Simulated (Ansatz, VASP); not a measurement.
## One calculation of SnO2, two programs

```
CELL_PARAMETERS angstrom
4.86270 0.00000 0.00000
0.00000 4.86321 0.00000
0.00000 0.00000 3.28514
ATOMIC_POSITIONS crystal
Sn 0.50000 0.50000 0.50000
Sn 0.00000 0.00000 0.00000
O 0.30599 0.30617 0.00000
O 0.80599 0.19383 0.50000
O 0.19401 0.80617 0.50000
O 0.69401 0.69383 0.00000
```

Alike in both runs: task single point; functional LDA; k mesh 6 × 6 × 8; occupations gaussian, width 0.05 eV; no spin polarisation.

```csv
,VASP,Ansatz
version,VASP 6.6.1,Ansatz 0.2.0
potentials or method,"VASP PAW LDA potentials, release 64 (Sn_d, O), cutoff 520 eV","scalar-relativistic, plane waves, PAW"
valence electrons in the cell,52,52
```

|  | VASP | Ansatz | Ansatz less VASP |
| --- | --- | --- | --- |
| gap on the k mesh at the Fermi level (eV) | 0.22 | 0.19 | -0.025 |
| least direct gap on the mesh (eV) | 0.22 | 0.19 | -0.025 |
| pressure (GPa) | -14.6 | -15.5 | -0.91 |
| traceless stress, the component that is largest in VASP (GPa) | -2.65 | -2.93 | -0.280 |
| rms of the force components (eV/Å) | 0.115 | 0.125 | +0.0098 |

Ansatz warns that its potentials were made for another functional, while VASP's fit it. LDA's correlation is that of Perdew and Zunger in VASP and of Perdew and Wang (1992) in Ansatz. Atom by atom the forces differ by 0.010 eV/Å (rms over components).
